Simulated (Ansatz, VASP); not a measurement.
One calculation of Cs, two programs

File INCAR:

```
SYSTEM = Cs
PREC = Accurate
ENCUT = 520
EDIFF = 1E-6
ISMEAR = -1
SIGMA = 0.2
LREAL = .FALSE.
LASPH = .TRUE.
NELM = 100
ALGO = Normal
ISIF = 2
LWAVE = .FALSE.
LCHARG = .TRUE.
GGA = PS
LELF = .TRUE.
LVHAR = .TRUE.
NBANDS = 16
```

KPOINTS

```
regular mesh
0
G
  5 5 5
  0 0 0
```

The input POSCAR:

```
Cs
1.0
   -2.5538460000      2.5538460000      9.5960670000
    2.5538460000     -2.5538460000      9.5960670000
    2.5538460000      2.5538460000     -9.5960670000
Cs
2
Direct
    0.2500000000      0.7500000000      0.5000000000
    0.5000000000      0.5000000000      0.0000000000
```

Input for Ansatz:

```yaml
crystal:
  lattice:
    - [-2.553846, 2.553846, 9.596067]
    - [2.553846, -2.553846, 9.596067]
    - [2.553846, 2.553846, -9.596067]
  atoms:
    - { symbol: Cs, position: [0.25, 0.75, 0.5] }
    - { symbol: Cs, position: [0.5, 0.5, 0.0] }
kpoints:
  mp_grid:
    grid: [5, 5, 5]
    shift: [0.0, 0.0, 0.0]
hamiltonian:
  xc: pbesol
  pseudopotentials:
    kind: all_electron
    lapw: {}
scf:
  convergence:
    dr2_threshold: 1.0e-05
  mixing:
    algorithm: anderson
  occupations:
    method: fermi_dirac
    width: 0.2
output:
  forces: true
  stress: true
  eigenvalues: true
```

Alike in both runs: task single point; functional PBEsol; k mesh 5 × 5 × 5; occupations fermi-dirac, width 0.2 eV; no spin polarisation.

|  | VASP | Ansatz |
| --- | --- | --- |
| version | VASP 6.6.1 | Ansatz 0.2.0 |
| potentials or method | VASP PAW PBE potentials, release 64 (Cs_sv), cutoff 520 eV | all-electron (LAPW or listed datasets) |

```csv
,VASP,Ansatz,Ansatz less VASP
gap on the k mesh at the Fermi level (eV),none,none,-
pressure (GPa),-0.1,-0.1,+0.01
"traceless stress, the component that is largest in VASP (GPa)",-0.08,-0.08,0.000
```

VASP's potentials were made for PBE, not for PBEsol. A gap of «none» marks a metal or a gap that the smearing closes. Ansatz ran all-electron here, and VASP with PAW potentials. Ansatz's warnings: force scf threshold loose, stress scf threshold loose.

Neither program's run includes spin-orbit coupling.
